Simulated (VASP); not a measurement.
Runs of VASP 6.6.1 on InSb2As3. The structure is that of space group P6/mmm (No. 191), or close to it. The cells are those of the table. 

```tsv
task	cell	k mesh	cutoff (eV)	gap on the mesh (eV)	pressure (GPa)
single point	a = 7.166, b = 7.166, c = 3.911 Å, angles 90.0, 90.0, 120.0°, 6 atoms	6 × 6 × 10	520	none	0.0
relaxation of cell and atoms	relaxed from a = 6.227, b = 6.227, c = 4.723 Å, angles 90.0, 90.0, 120.0°, 6 atoms	3 × 3 × 4	600	none	-0.2
single point	a = 6.952, b = 6.952, c = 4.043 Å, angles 90.0, 90.0, 120.0°, 6 atoms	3 × 3 × 4	520	none	(a)
single point	a = 6.227, b = 6.227, c = 4.723 Å, angles 90.0, 90.0, 120.0°, 6 atoms	6 × 6 × 2	520	none	0.0
single point	a = 4.777, b = 4.777, c = 8.871 Å, angles 90.0, 90.0, 120.0°, 6 atoms	6 × 6 × 2	520	none	30.3
```

Alike in all rows: level PBE; potentials or basis VASP PAW PBE potentials, release 64 (In_d, Sb, As); no spin polarisation; smearing gaussian 0.1 eV.

Problem. Estimate the missing entries.

Solution. (a) 0.2.

Caveats: some runs use coarse meshes; spin-orbit coupling is left out, which moves the levels of the heavy elements; this functional lacks dispersion, which binds the layers, so the pressure and a relaxed spacing across them are unreliable (some runs).

A k mesh can miss the band edges, and the runs leave out spin-orbit coupling on As, In, Sb.

A gap of «none» marks levels without a gap at the run's occupations.
